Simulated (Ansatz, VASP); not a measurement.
# One calculation of Y5F, two programs

```
Y F
1.0
    -4.02657    4.02657    2.53209
     4.02657   -4.02657    2.53209
     4.02657    4.02657   -2.53209
Y F
5 1
Direct
  0.90090 0.69902 0.59992
  0.09910 0.30098 0.40008
  0.30098 0.90090 0.20188
  0.69902 0.09910 0.79812
  0.50000 0.50000 0.00000
  0.00000 0.00000 0.00000
```

Alike in both runs: functional PBE; k mesh 8 × 8 × 8; occupations gaussian, width 0.1 eV; no spin polarisation.

Ansatz relaxed the structure, and its values are those at the end. VASP's run is a single point on that final structure, the one shown.

```csv
,VASP,Ansatz
version,VASP 6.6.1,Ansatz 0.2.0
potentials or method,"VASP PAW PBE potentials, release 64 (Y_sv, F), cutoff 520 eV","scalar-relativistic, plane waves, PAW"
valence electrons in the cell,62,62
```

VASP gave:

- gap on the k mesh at the Fermi level (eV): none
- pressure (GPa): -0.1

**Question.** Estimate Ansatz's values.

**Answer.** gap on the k mesh at the Fermi level (eV): none; pressure (GPa): 0.0.

A gap of «none» marks a metal or a gap that the smearing closes.
